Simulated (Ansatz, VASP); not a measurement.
# TiB2 in VASP and in Ansatz

```
Ti B
1.0
     3.02593    0.00000    0.00000
    -1.51296    2.62053    0.00000
     0.00000    0.00000    3.22877
Ti B
1 2
Cartesian
  0.0000 0.0000 0.0000
  0.0000 1.7470 1.6144
  1.5130 0.8735 1.6144
```

Alike in both runs: task relaxation of cell and atoms; functional PBE; k mesh 15 × 15 × 14; occupations gaussian, width 0.1 eV; no spin polarisation.

|  | VASP | Ansatz |
| --- | --- | --- |
| version | VASP 6.6.1 | Ansatz 0.2.0 |
| potentials or method | VASP PAW PBE potentials, release 64 (Ti_sv, B), cutoff 600 eV | scalar-relativistic, plane waves, PAW |
| valence electrons in the cell | 18 | 18 |

|  | VASP | Ansatz | Ansatz less VASP |
| --- | --- | --- | --- |
| gap on the k mesh at the Fermi level, each at its own relaxed structure (eV) | none | none | - |
| relaxed volume (Å³/atom) | 8.56 | 8.56 | -0.006 |
| relaxed length of the cell vector where the two differ most in proportion (Å) | 3.224 | 3.224 | -0.0010 |

A gap of «none» marks a metal or a gap that the smearing closes.
